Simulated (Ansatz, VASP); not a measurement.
AsSe2 in VASP and in Ansatz

```
CELL_PARAMETERS angstrom
0.00000 3.29267 3.29267
3.29267 0.00000 3.29267
3.29267 3.29267 0.00000
ATOMIC_POSITIONS crystal
As 0.00000 0.00000 0.00000
Se 0.25000 0.25000 0.25000
Se 0.75000 0.75000 0.75000
```

Change from the starting cell: species swapped into the Al2Pt type (Fm-3m, No. 225).

Alike in both runs: functional PBE; k mesh 12 × 12 × 12; occupations gaussian, width 0.1 eV; no spin polarisation.

Ansatz relaxed the structure, and its values are those at the end. VASP's run is a single point on that final structure, the one shown.

|  | VASP | Ansatz |
| --- | --- | --- |
| version | VASP 6.6.1 | Ansatz 0.2.0 |
| potentials or method | VASP PAW PBE potentials, release 64 (As, Se), cutoff 520 eV | scalar-relativistic, plane waves, PAW |
| valence electrons in the cell | 17 | 47 |

```csv
,VASP,Ansatz,Ansatz less VASP
gap on the k mesh at the Fermi level (eV),none,none,-
pressure (GPa),0.0,0.0,-0.03
```

A gap of «none» marks a metal or a gap that the smearing closes. VASP's potentials hold 17 valence electrons a cell and Ansatz's 47, so a difference there can come from the potentials and not from the codes.
